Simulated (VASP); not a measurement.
Crystal: Sb.

```
Sb
1.0
     3.16349    0.00000    0.00000
     0.00000    4.40473    0.00000
    -0.03943    0.00000    4.46383
Sb
2
Direct
  0.01139 0.25000 0.24117
  0.98861 0.75000 0.75883
```

Base run:

| Item | Value |
| --- | --- |
| Program | VASP 6.6.1 |
| Functional | PBEsol |
| Potentials or basis | VASP PAW PBE potentials, release 64 (Sb) |
| Cutoff | 520 eV |
| k mesh | 9 × 6 × 6 |
| Occupations | fermi-dirac, width 0.05 eV |
| Spin | no spin polarisation |

Its results: band gap on the k mesh zero (bands 5 and 6 overlap by 7.96 eV); pressure -4.0 GPa; largest force 0.035 eV/Å.

Q: The run is repeated on the same cell with these changes: functional from PBEsol to LDA; potentials or basis from VASP PAW PBE potentials, release 64 (Sb) to VASP PAW LDA potentials, release 64 (Sb). What comes out?

A: Band gap on the k mesh zero (bands 5 and 6 overlap by 7.88 eV); pressure -4.9 GPa; largest force 0.049 eV/Å.

Caveats: the cell stands under tension; spin-orbit coupling is left out, which moves the levels of the heavy elements; the PAW data sets were made with another functional, which shifts forces and pressure a little (at least some runs).
